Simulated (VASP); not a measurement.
# Au (Fm-3m) in VASP: further runs, part 2 of 2

VASP 6.6.1. Earlier steps stand in the parts before.

## (4) Relaxation of cell and atoms, PBE

Input file INCAR:

```
ALGO = Normal ; EDIFF = 1E-6
EDIFFG = -0.001 ; ENCUT = 600
GGA = PE ; IBRION = 2
ISIF = 3 ; ISMEAR = -1
LASPH = T ; LCHARG = F
LREAL = F ; LWAVE = F
NELM = 100 ; NSW = 80
PREC = Accurate ; SIGMA = 0.15
```

Input file KPOINTS:

```
k-points
0
Gamma
  20 20 20
```

Input file POSCAR:

```
Au
1.0
    0.0000000000      2.0790566372      2.0790566372
    2.0790566372      0.0000000000      2.0790566372
    2.0790566372      2.0790566372      0.0000000000
Au
1
Direct
    0.0000000000      0.0000000000      0.0000000000
```

Potentials or basis: VASP PAW PBE potentials, release 64 (Au).

On the command line:

```bash
$ cat potpaw_PBE.64/Au/POTCAR > POTCAR
$ mpirun -np 1 vasp_std > vasp.out
```

OUTCAR:

```text
EDIFF = 1E-6
   EDIFFG = -0.001
   ENCUT = 600
   GGA = PE
   IBRION = 2
   ISIF = 3
   ISMEAR = -1
   LASPH = T
   LREAL = F
   NELM = 100
   NSW = 80
   PREC = Accurate

 ion  position               nearest neighbor table
   1  0.000  0.000  0.000-

  LATTYP: Found a face centered cubic cell.
 ALAT       =     4.1581132744

  Lattice vectors:

 A1 = (   0.0000000000,   2.0790566372,   2.0790566372)
 A2 = (   2.0790566372,   0.0000000000,   2.0790566372)
 A3 = (   2.0790566372,   2.0790566372,   0.0000000000)

Analysis of symmetry for initial positions (statically):
=====================================================================
 Subroutine PRICEL returns:
 Original cell was already a primitive cell.

 Routine SETGRP: Setting up the symmetry group for a
 face centered cubic supercell.

 Subroutine GETGRP returns: Found 48 space group operations
 (whereof 48 operations were pure point group operations)
 out of a pool of 48 trial point group operations.

The static configuration has the point symmetry O_h .

Analysis of symmetry for dynamics (positions and initial velocities):
=====================================================================
 Subroutine PRICEL returns:
 Original cell was already a primitive cell.

 Routine SETGRP: Setting up the symmetry group for a
 face centered cubic supercell.

 Subroutine GETGRP returns: Found 48 space group operations
 (whereof 48 operations were pure point group operations)
 out of a pool of 48 trial point group operations.

The dynamic configuration has the point symmetry O_h .

 Subroutine INISYM returns: Found 48 space group operations
 (whereof 48 operations are pure point group operations),
 and found     1 'primitive' translations

----------------------------------------------------------------------------------------
[... 134 lines left out ...]
  ---------------------------------------------------
  ext. energy  EPLUGINS =         0.00000000
  ---------------------------------------------------
  free energy    TOTEN  =        -3.23157895 eV

  energy without entropy =       -3.21074169  energy(sigma->0) =       -3.22116032

------------------------ aborting loop because EDIFF is reached ----------------------------------------

  FORCE on cell =-STRESS in cart. coord.  units (eV):
  Direction    XX          YY          ZZ          XY          YZ          ZX
  --------------------------------------------------------------------------------------
  -------------------------------------------------------------------------------------
  Total       -0.0145097     -0.0145097     -0.0145097      0.0000000      0.0000000     -0.0000000
  in kB       -1.2934203     -1.2934203     -1.2934203      0.0000000      0.0000000     -0.0000000
  external PRESSURE =      -1.2934203 kB  Pullay stress =       0.0000000 kB
[... 86 lines left out ...]
  FREE ENERGIE OF THE ION-ELECTRON SYSTEM (eV)
  ---------------------------------------------------
  free  energy   TOTEN  =        -3.2315864489 eV

  energy  without entropy=       -3.2107598951  energy(sigma->0) =       -3.22117317

[... ionic steps 4 to 8 ...]

--------------------------------------- Ionic step        9  -------------------------------------------

 number of electron      11.0000002 magnetization

------------------------ aborting loop because EDIFF is reached ----------------------------------------
[... 65 lines left out ...]
--------------------------------------- Ionic step       11  -------------------------------------------

 number of electron      11.0000002 magnetization

 Free energy of the ion-electron system (eV)
  ---------------------------------------------------
  ext. energy  EPLUGINS =         0.00000000
  ---------------------------------------------------
  free energy    TOTEN  =        -3.23158648 eV

  energy without entropy =       -3.21076006  energy(sigma->0) =       -3.22117327

 E-fermi :   8.6300     XC(G=0): -12.4060

 val. band max:        8.5710621817   @ k =   0.5000   0.1500   0.0500
 cond. band min:       8.6653253285   @ k =   0.5000   0.3000   0.1000
 fundamental gap:      0.0942631468
 Fermi energy:         8.6299987188

 k-point     1 :       0.0000    0.0000    0.0000
  band No.  band energies     occupation
      1      -0.6885      2.00000
      2       4.2042      2.00000
      3       4.2042      2.00000
      4       4.2042      2.00000
      5       5.5844      2.00000
      6       5.5844      2.00000
      7      23.2075      0.00000
      8      26.9061      0.00000
      9      26.9061      0.00000
[... 265 lines left out ...]
 k-point    24 :      -0.3500    0.0500    0.0000
  band No.  band energies     occupation
      1       1.7819      2.00000
      2       4.2686      2.00000
      3       4.3239      2.00000
      4       5.2954      2.00000
      5       6.1788      2.00000
      6       6.6950      2.00000
      7      14.9693      0.00000
      8      23.2164      0.00000
      9      25.3973      0.00000

 [... further k-points ...]
[... 5 lines left out ...]
  --------------------------------------------------------------------------------------
  -------------------------------------------------------------------------------------
  Total        0.0009430      0.0009430      0.0009430      0.0000000      0.0000000     -0.0000000
  in kB        0.0841419      0.0841419      0.0841419      0.0000000      0.0000000     -0.0000000
  external PRESSURE =       0.0841419 kB  Pullay stress =       0.0000000 kB
[... 16 lines left out ...]
  FREE ENERGIE OF THE ION-ELECTRON SYSTEM (eV)
  ---------------------------------------------------
  free  energy   TOTEN  =        -3.2315864770 eV

  energy  without entropy=       -3.2107600647  energy(sigma->0) =       -3.22117327

 reached required accuracy - stopping structural energy minimisation
```

CONTCAR:

```text
Au
   1.00000000000000
    -0.0000000000000000    2.0783826733429702    2.0783826733429702
     2.0783826733429702    0.0000000000000000    2.0783826733429702
     2.0783826733429702    2.0783826733429702   -0.0000000000000000
  Au
     1
Direct
     0.0000000000000000    0.0000000000000000    0.0000000000000000

  0.00000000E+00  0.00000000E+00  0.00000000E+00
```

Wall time 2.4 min (1 thread of Intel Xeon 8259CL, shared host); peak memory 0.19 GiB.

What came out:

* Free energy: -3.2316 eV
* Relaxed volume: 17.96 Å³/atom
* Relaxed cell: a = 2.939 Å, b = 2.939 Å, c = 2.939 Å, α = 60.00°, β = 60.00°, γ = 60.00°
* Space group after relaxing (to 0.05 Å): Fm-3m (No. 225)
* Energy gained by relaxing: 0.0 meV/atom
* Ionic steps: 11
* Pressure after relaxing: 0.0 GPa

Final structure:
```
Au
1.0
     0.00000    2.07838    2.07838
     2.07838    0.00000    2.07838
     2.07838    2.07838    0.00000
Au
1
Direct
  0.00000 0.00000 0.00000
```

Levels at points of the mesh, in eV from the Fermi level:
```tsv
k point	band 4	band 5	band 6	band 7	band 8	band 9
(0.00, 0.00, 0.00)	-4.43	-3.05	-3.05	14.58	18.28	18.28
(0.50, 0.00, 0.00)	-1.95	-1.95	-0.72	2.79	14.02	16.73
(0.50, 0.50, 0.00)	-1.66	-1.66	1.16	5.36	9.86	9.86
```

Caveat: spin-orbit coupling is left out, which moves the levels of the heavy elements.
